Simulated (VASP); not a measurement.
# HfN (P-6m2) in VASP: notebook

Aim: see how the results for HfN move with the level of theory and the settings. Levels: LDA, PBE. Tasks: single point, relaxation of shape and atoms at fixed volume.

All numbers are computed with VASP 6.6.1; they aren't measurements. Logs are shortened: lines on timing, memory, paths and dates and some standing lists are left out, and cuts for length are marked.

**1. The cell of the first run**

The structure is hexagonal, space group P-6m2 (No. 187). The conventional cell has a = 3.099 Å, b = 3.099 Å, c = 2.913 Å, α = 90.00°, β = 90.00°, γ = 120.00°. Within 3.0 Å of Hf (site symmetry -6m2) lie 6 N at 2.31 Å and 2 Hf at 2.91 Å. Within 3.0 Å of N (site symmetry -6m2) lie 6 Hf at 2.31 Å and 2 N at 2.91 Å.

**2. Single point, LDA**

File INCAR:

```
PREC = Accurate
ENCUT = 600
EDIFF = 1E-6
ISMEAR = 0
SIGMA = 0.05
LREAL = False
LASPH = True
NELM = 120
ALGO = Normal
ISIF = 2
LWAVE = False
LCHARG = True
LELF = True
LVHAR = True
NBANDS = 14
GGA_COMPAT = False
```

File KPOINTS:

```
Automatic mesh
0
Gamma
  14 14 12
```

File POSCAR:

```
HfN
1.0
    3.0990149869      0.0000000000      0.0000000000
   -1.5495074934      2.6838257053      0.0000000000
    0.0000000000      0.0000000000      2.9130017211
Hf N
1 1
Direct
    0.0000000000      0.0000000000      0.0000000000
    0.6666666667      0.3333333333      0.5000000000
```

Potentials or basis: VASP PAW LDA potentials, release 64 (Hf_pv, N).

Command:

```bash
$ cat potpaw_LDA.64/Hf_pv/POTCAR potpaw_LDA.64/N/POTCAR > POTCAR
$ mpirun -np 1 vasp_std > vasp.out
```

OUTCAR:

```text
PREC = Accurate
   ENCUT = 600
   EDIFF = 1E-6
   ISMEAR = 0
   LREAL = False
   LASPH = True
   NELM = 120
   ISIF = 2

 ion  position               nearest neighbor table
   1  0.000  0.000  0.000-   2 2.31   2 2.31   2 2.31   2 2.31   2 2.31   2 2.31
   2  0.667  0.333  0.500-   1 2.31   1 2.31   1 2.31   1 2.31   1 2.31   1 2.31

  LATTYP: Found a hexagonal cell.
 ALAT       =     3.0990149869
 C/A-ratio  =     0.9399766485

  Lattice vectors:

 A1 = (   3.0990149869,   0.0000000000,   0.0000000000)
 A2 = (  -1.5495074934,   2.6838257053,   0.0000000000)
 A3 = (   0.0000000000,   0.0000000000,   2.9130017211)

Analysis of symmetry for initial positions (statically):
=====================================================================
 Subroutine PRICEL returns:
 Original cell was already a primitive cell.

 Routine SETGRP: Setting up the symmetry group for a
 hexagonal supercell.

 Subroutine GETGRP returns: Found 12 space group operations
 (whereof 12 operations were pure point group operations)
 out of a pool of 24 trial point group operations.

The static configuration has the point symmetry D_3h.

Analysis of symmetry for dynamics (positions and initial velocities):
=====================================================================
 Subroutine PRICEL returns:
 Original cell was already a primitive cell.

 Routine SETGRP: Setting up the symmetry group for a
 hexagonal supercell.

 Subroutine GETGRP returns: Found 12 space group operations
 (whereof 12 operations were pure point group operations)
 out of a pool of 24 trial point group operations.

The dynamic configuration has the point symmetry D_3h.

 Subroutine INISYM returns: Found 12 space group operations
 (whereof 12 operations are pure point group operations),
 and found     1 'primitive' translations

----------------------------------------------------------------------------------------

                                     Primitive cell

  volume of cell :      24.2281

  direct lattice vectors                    reciprocal lattice vectors
     3.099014987  0.000000000  0.000000000     0.322683177  0.186301219  0.000000000
    -1.549507493  2.683825705  0.000000000     0.000000000  0.372602438  0.000000000
     0.000000000  0.000000000  2.913001721     0.000000000  0.000000000  0.343288503

  length of vectors
     3.099014987  3.099014987  2.913001721     0.372602438  0.372602438  0.343288503

  position of ions in fractional coordinates (direct lattice)
     0.000000000  0.000000000  0.000000000
     0.666666667  0.333333333  0.500000000

  ion indices of the primitive-cell ions
   primitive index   ion index
                 1           1
                 2           2

----------------------------------------------------------------------------------------

 KPOINTS: Automatic mesh

Automatic generation of k-mesh.
 Grid dimensions read from file:
 generate k-points for:   14   14   12

 Generating k-lattice:

  Cartesian coordinates                     Fractional coordinates (reciprocal lattice)
     0.023048798  0.013307230  0.000000000     0.071428571  0.000000000  0.000000000
     0.000000000  0.026614460  0.000000000     0.000000000  0.071428571  0.000000000
     0.000000000  0.000000000  0.028607375     0.000000000  0.000000000  0.083333333

  Length of vectors
     0.026614460  0.026614460  0.028607375

  Shift w.r.t. Gamma in fractional coordinates (k-lattice)
     0.000000000  0.000000000  0.000000000

 Subroutine IBZKPT returns following result:
 ===========================================

 Found    168 irreducible k-points:

 Following reciprocal coordinates:
            Coordinates               Weight
  0.000000  0.000000  0.000000      1.000000
  0.071429 -0.000000  0.000000      6.000000
  0.142857 -0.000000  0.000000      6.000000
  0.214286 -0.000000  0.000000      6.000000
  0.285714 -0.000000  0.000000      6.000000
  0.357143 -0.000000  0.000000      6.000000
[... 16 lines left out ...]
  0.285714  0.285714  0.000000      6.000000
  0.357143  0.285714  0.000000      6.000000
 [... further k-points ...]
   k-points           NKPTS =    168   k-points in BZ     NKDIM =    168   number of bands    NBANDS=     14
   number of dos      NEDOS =    301   number of ions     NIONS =      2
   total plane-waves  NPLWV =  18816
   dimension x,y,z NGX =    28 NGY =   28 NGZ =   24
   dimension x,y,z NGXF=    56 NGYF=   56 NGZF=   48
   ions per type =               1   1
   NGX,Y,Z   is equivalent  to a cutoff of  15.02, 15.02, 13.70 a.u.
   NGXF,Y,Z  is equivalent  to a cutoff of  30.04, 30.04, 27.39 a.u.
 SYSTEM =  unknown system
   PREC   = accura    normal or accurate (medium, high low for compatibility)
   ISTART =      0    job   : 0-new  1-cont  2-samecut
   ICHARG =      2    charge: 1-file 2-atom 10-const
   ISPIN  =      1    spin polarized calculation?
   LNONCOLLINEAR =      F non collinear calculations
   LSORBIT =      F    spin-orbit coupling
   LASPH  =      T    aspherical Exc in radial PAW
   ENCUT  =  600.0 eV  44.10 Ry    6.64 a.u.   6.19  6.19  5.82*2*pi/ulx,y,z
   NELM   =    120;   NELMIN=  2; NELMDL= -5     # of ELM steps
   EDIFF  = 0.1E-05   stopping-criterion for ELM
   LREAL  =      F    real-space projection
   EDIFFG = 0.1E-04   stopping-criterion for IOM
   NSW    =      0    number of steps for IOM
   IBRION =     -1    ionic relax: 0-MD 1-quasi-New 2-CG
   NFREE  =      0    steps in history (QN), initial steepest desc. (CG)
   ISIF   =      2    stress and relaxation
   ISYM   =      2    0-nonsym 1-usesym 2-fastsym
   POTIM  = 0.5000    time-step for ionic-motion
   TEBEG  =    0.0;   TEEND  =   0.0 temperature during run
   PSTRESS=    0.0 pullay stress
   NELECT =      15.0000    total number of electrons
   NUPDOWN=      -1.0000    fix difference up-down
   EMIN   =  10.00;   EMAX   =-10.00  energy-range for DOS
   EFERMI =   0.00;   METHOD = LEGACY
   ISMEAR =     0;   SIGMA  =   0.05  broadening in eV -4-tet -1-fermi 0-gaus
   EFERMI_NEDOS =   21; number of points for ismear=-14 and -15
   IALGO  =     38    algorithm
   IMIX   =      4    mixing-type and parameters
     AMIX     =   0.40;   BMIX     =  1.00
     AMIX_MAG =   1.60;   BMIX_MAG =  1.00
  volume/ion in A,a.u.               =      12.11        81.75
  Fermi-wavevector in a.u.,A,eV,Ry     =   1.395294  2.636723 26.488433  1.946845
  Thomas-Fermi vector in A             =   2.518760
   LORBIT       =      0    0 simple, 1 ext, 2 COOP (PROOUT), +10 PAW based schemes
   GGA     = CA    functional components
   LHFCALC =     F    Hartree Fock is set to
   AEXX    =    0.0000 exact exchange contribution
   IVDW    =     0    specifies the selected vdW correction
   LEPSILON=     F    determine dielectric tensor
   LRPA    =     F    only Hartree local field effects (RPA)
 non-spin polarized calculation
 Gauss-broadening in eV      SIGMA  =   0.05
  energy-cutoff  :      600.00
  volume of cell :       24.23
 maximum number of plane-waves:       827
 NGX is ok and might be reduce to    28
   NGX = 13   NGY = 13   NGZ = 11

 number of electron      15.0000002 magnetization

 Free energy of the ion-electron system (eV)
  ---------------------------------------------------
  ext. energy  EPLUGINS =         0.00000000
  ---------------------------------------------------
  free energy    TOTEN  =       -22.98157143 eV

  energy without entropy =      -22.97899099  energy(sigma->0) =      -22.98028121

 E-fermi :   6.6495     XC(G=0): -12.6970

 val. band max:        6.6399697015   @ k =   0.2143   0.1429   0.2500
 cond. band min:       6.6551351775   @ k =   0.2857   0.2143   0.0000
 fundamental gap:      0.0151654760
 Fermi energy:         6.6495110557

 k-point     1 :       0.0000    0.0000    0.0000
  band No.  band energies     occupation
      1     -23.4223      2.00000
      2     -23.4223      2.00000
      3     -23.2229      2.00000
      4      -9.1827      2.00000
      5       3.2655      2.00000
      6       3.2655      2.00000
      7       4.3873      2.00000
      8       5.0895      2.00000
      9       8.8364      0.00000
     10      11.4550      0.00000
     11      11.4550      0.00000
     12      12.4939      0.00000
     13      12.4939      0.00000
     14      18.8569      0.00000

 k-point     2 :       0.0714   -0.0000    0.0000
  band No.  band energies     occupation
      1     -23.4723      2.00000
      2     -23.4327      2.00000
      3     -23.2169      2.00000
      4      -9.0886      2.00000
      5       2.9767      2.00000
      6       3.3342      2.00000
      7       4.4952      2.00000
      8       4.9810      2.00000
      9       9.2294      0.00000
     10      11.2319      0.00000
     11      11.4751      0.00000
     12      12.4439      0.00000
     13      12.5845      0.00000
     14      18.8574      0.00000

 k-point     3 :       0.1429   -0.0000    0.0000
  band No.  band energies     occupation
      1     -23.6098      2.00000
      2     -23.4617      2.00000
      3     -23.2002      2.00000
      4      -8.8246      2.00000
      5       2.3174      2.00000
      6       3.5241      2.00000
      7       4.6953      2.00000
      8       4.7824      2.00000
      9      10.1646      0.00000
     10      10.7203      0.00000
     11      11.5536      0.00000
     12      12.3070      0.00000
     13      12.7986      0.00000
     14      18.8581      0.00000

 k-point     4 :       0.2143   -0.0000    0.0000
  band No.  band energies     occupation
      1     -23.8021      2.00000
      2     -23.5033      2.00000
      3     -23.1759      2.00000
      4      -8.4411      2.00000
      5       1.5843      2.00000
      6       3.7897      2.00000
      7       4.3208      2.00000
      8       5.1246      2.00000
      9      10.1866      0.00000
     10      11.3373      0.00000
     11      11.7332      0.00000
     12      12.1176      0.00000
     13      13.0134      0.00000
     14      18.8580      0.00000

 k-point     5 :       0.2857   -0.0000    0.0000
  band No.  band energies     occupation
      1     -24.0075      2.00000
      2     -23.5490      2.00000
      3     -23.1489      2.00000
      4      -8.0099      2.00000
      5       0.9389      2.00000
      6       3.9457      2.00000
      7       4.0684      2.00000
      8       5.3053      2.00000
      9      10.0886      0.00000
     10      11.9179      0.00000
     11      12.0464      0.00000
[... 276 lines left out ...]
 k-point    22 :       0.3571    0.2143    0.0000
  band No.  band energies     occupation
      1     -24.2243      2.00000
      2     -23.8521      2.00000
      3     -23.0920      2.00000
      4      -7.0405      2.00000
      5       0.5368      2.00000
      6       2.8706      2.00000
      7       3.3815      2.00000
      8       6.8664      0.00000
      9       9.7838      0.00000
     10      10.1524      0.00000
     11      11.3954      0.00000
     12      14.8489      0.00000
     13      17.5578      0.00000
     14      18.7364      0.00000

 k-point    23 :       0.2857    0.2857    0.0000
  band No.  band energies     occupation
      1     -24.1757      2.00000
      2     -23.9160      2.00000
      3     -23.0906      2.00000
      4      -7.0117      2.00000
      5       0.6808      2.00000
      6       2.6223      2.00000
      7       3.3890      2.00000
      8       7.3468      0.00000
      9       9.2120      0.00000
     10       9.9888      0.00000
     11      11.2899      0.00000
     12      15.0677      0.00000
     13      17.7470      0.00000
     14      18.8676      0.00000

 k-point    24 :       0.3571    0.2857    0.0000
  band No.  band energies     occupation
      1     -24.1505      2.00000
      2     -23.9764      2.00000
      3     -23.0868      2.00000
      4      -6.9427      2.00000
      5       0.7703      2.00000
      6       2.4011      2.00000
      7       3.3647      2.00000
      8       7.6496      0.00000
      9       9.2976      0.00000
     10       9.8553      0.00000
     11      10.8075      0.00000
     12      15.2102      0.00000
     13      18.4338      0.00000
     14      18.9727      0.00000

 [... further k-points ...]

------------------------ aborting loop because EDIFF is reached ----------------------------------------

  FORCE on cell =-STRESS in cart. coord.  units (eV):
  Direction    XX          YY          ZZ          XY          YZ          ZX
  --------------------------------------------------------------------------------------
  -------------------------------------------------------------------------------------
  Total       -2.1089676     -2.1089676     -2.5161340     -0.0000000     -0.0000000      0.0000000
  in kB     -139.4638864   -139.4638864   -166.3893866     -0.0000000     -0.0000000      0.0000000
  external PRESSURE =    -148.4390532 kB  Pullay stress =       0.0000000 kB

 VOLUME and BASIS-vectors are now :
 -----------------------------------------------------------------------------
  energy-cutoff  :      600.00
  volume of cell :       24.23
      direct lattice vectors                 reciprocal lattice vectors
     3.099014987  0.000000000  0.000000000     0.322683177  0.186301219  0.000000000
    -1.549507493  2.683825705  0.000000000     0.000000000  0.372602438  0.000000000
     0.000000000  0.000000000  2.913001721     0.000000000  0.000000000  0.343288503

 POSITION                                       TOTAL-FORCE (eV/Angst)
 -----------------------------------------------------------------------------------
      0.00000      0.00000      0.00000         0.000000      0.000000      0.000000
      1.54951      0.89461      1.45650        -0.000000     -0.000000      0.000000
 -----------------------------------------------------------------------------------
    total drift:                               -0.000000      0.000000      0.000000

  FREE ENERGIE OF THE ION-ELECTRON SYSTEM (eV)
  ---------------------------------------------------
  free  energy   TOTEN  =       -22.9815714278 eV

  energy  without entropy=      -22.9789909858  energy(sigma->0) =      -22.98028121
```

Run time: 37 s. Hardware: 1 thread of Intel Xeon Platinum 8488C (Sapphire Rapids), shared host; peak memory 0.19 GiB.

Results:

```
Free energy : -22.9816 eV
Pressure    : -14.8 GPa
```

Stress tensor (GPa, compression positive):
```
-13.95   0.00   0.00
  0.00 -13.95   0.00
  0.00   0.00 -16.64
```

Caveat: spin-orbit coupling is left out, which moves the levels of the heavy elements.

**3. Single point, PBE (volume scaled by 1.020)**

File INCAR:

```
SYSTEM = HfN
PREC     = Accurate       ! precision mode
ENCUT    = 600            ! plane-wave cutoff, eV
EDIFF    = 1E-6           ! SCF threshold, eV
ISMEAR   = 0              ! smearing method
SIGMA    = 0.05           ! smearing width, eV
LREAL    = .False.        ! projectors in reciprocal space
LASPH    = .True.         ! aspherical terms in the spheres
NELM     = 120            ! most SCF steps
ALGO     = Normal         ! electronic algorithm
ISIF     = 2              ! what is computed and relaxed
LWAVE    = .False.        ! write WAVECAR
LCHARG   = .True.         ! write CHGCAR
GGA      = PE             ! functional
LELF     = .True.         ! ELF
LVHAR    = .True.       
NBANDS   = 14             ! bands
GGA_COMPAT= .False.
```

File KPOINTS:

```
Automatic mesh
0
Gamma
  14 14 12
  0 0 0
```

File POSCAR:

```
HfN
1.0
    3.1212141276      0.0000000000      0.0000000000
   -1.5606070638      2.7030507252      0.0000000000
    0.0000000000      0.0000000000      2.9291468014
Hf N
1 1
Direct
    0.0000000000      0.0000000000      0.0000000000
    0.6666666667      0.3333333333      0.5000000000
```

Potentials or basis: VASP PAW PBE potentials, release 64 (Hf_pv, N).

Command:

```bash
$ cat potpaw_PBE.64/Hf_pv/POTCAR potpaw_PBE.64/N/POTCAR > POTCAR
$ mpirun -np 1 vasp_std > vasp.out
```

Run time: 53 s. Hardware: 1 thread of Intel Xeon Platinum 8488C (Sapphire Rapids), shared host; peak memory 0.21 GiB.

The run converged. Its results:

```yaml
Free_energy: -20.9608 eV
Pressure: -6.5 GPa
```

Stress tensor (GPa, compression positive):
```
-6.30  0.00  0.00
 0.00 -6.30  0.00
 0.00  0.00 -6.78
```

Levels at points of the mesh, in eV from the Fermi level:
```csv
k point,band 5,band 6,band 7,band 8,band 9,band 10
"(0.00, 0.00, 0.00)",-3.36,-3.36,-2.19,-1.61,1.91,4.73
"(0.50, 0.00, 0.00)",-6.56,-3.23,-2.21,-1.68,4.70,4.92
"(0.00, 0.00, 0.50)",-7.59,-2.58,-2.58,1.52,1.52,3.77
"(0.50, 0.00, 0.50)",-5.65,-4.61,-4.19,0.69,4.85,6.43
```

Caveat: spin-orbit coupling is left out, which moves the levels of the heavy elements.

(Continued in part 2 of 2.)
